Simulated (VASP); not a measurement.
Wanted: the native input for a VASP 6.6.1 run.

| Item | Value |
| --- | --- |
| Task | single point |
| Functional | r2SCAN |
| Potentials or basis | VASP PAW PBE potentials, release 64 (W_sv, S) |
| Cutoff | 550 eV |
| k mesh | 12 × 12 × 2 |
| Occupations | gaussian, width 0.01 eV |
| Spin | no spin polarisation |
| Dipole correction | no |
| Further INCAR settings | ALGO = Normal; EDIFF = 1e-06; NBANDS = 35 |

The system is WS2.

```xyz
6
Lattice="3.1699 0.0000 0.0000 -1.5850 2.7453 0.0000 0.0000 0.0000 12.1163" Properties=species:S:1:pos:R:3 pbc="T T T"
W     0.0000    1.8302    3.0291
W     1.5850    0.9151    9.0873
S     1.5850    0.9151    4.5877
S     1.5850    0.9151    1.4705
S     0.0000    1.8302   10.6459
S     0.0000    1.8302    7.5286
```

This cell differs from its parent crystal: uniaxial z strain -3.0%.

One way to write it, as run:

POSCAR

```
WS2
1.0
    3.1699462934      0.0000000000      0.0000000000
   -1.5849731467      2.7452540187      0.0000000000
    0.0000000000      0.0000000000     12.1163384359
W S
2 4
Direct
    0.3333333333      0.6666666667      0.2500000000
    0.6666666667      0.3333333333      0.7500000000
    0.6666666667      0.3333333333      0.3786382076
    0.6666666667      0.3333333333      0.1213617924
    0.3333333333      0.6666666667      0.8786382076
    0.3333333333      0.6666666667      0.6213617924
```

INCAR.step1

```
PREC = Accurate
ENCUT = 550
ISMEAR = 0
SIGMA = 0.01
LREAL = False
LASPH = True
NELM = 120
NBANDS = 35
GGA = PE
ALGO = Normal
EDIFF = 1E-5
LWAVE = True
LCHARG = False
GGA_COMPAT = False
```

INCAR.step2

```
PREC = Accurate
ENCUT = 550
EDIFF = 1E-6
ISMEAR = 0
SIGMA = 0.01
LREAL = False
LASPH = True
NELM = 120
ALGO = Normal
ISIF = 2
LWAVE = False
LCHARG = True
METAGGA = R2SCAN
LMIXTAU = True
LELF = True
LVHAR = True
NBANDS = 35
ISTART = 1
GGA_COMPAT = False
```

KPOINTS

```
Automatic mesh
0
Gamma
  12 12 2
```

Potentials or basis: VASP PAW PBE potentials, release 64 (W_sv, S).

Run with:

```bash
$ cat potpaw_PBE.64/W_sv/POTCAR potpaw_PBE.64/S/POTCAR > POTCAR
$ cp INCAR.step1 INCAR
$ mpirun -np 1 vasp_std > vasp.out
$ cp INCAR.step2 INCAR
$ mpirun -np 1 vasp_std > vasp.out
```

It gave:

The pressure is 2.4 GPa and the largest force is 0.032 eV/Å. The band gap on the k mesh is 1.01 eV (least direct gap 1.87 eV).

Caveat: the cell differs from its parent crystal (uniaxial z strain -3.0%); the PAW data sets were made with another functional, which shifts forces and pressure a little; spin-orbit coupling is left out, which moves the levels of the heavy elements.

It took 3.5 min on 1 thread of Intel(R) Xeon(R) 6975P-C (Granite Rapids), with other jobs on the host, peak memory 0.31 GiB.
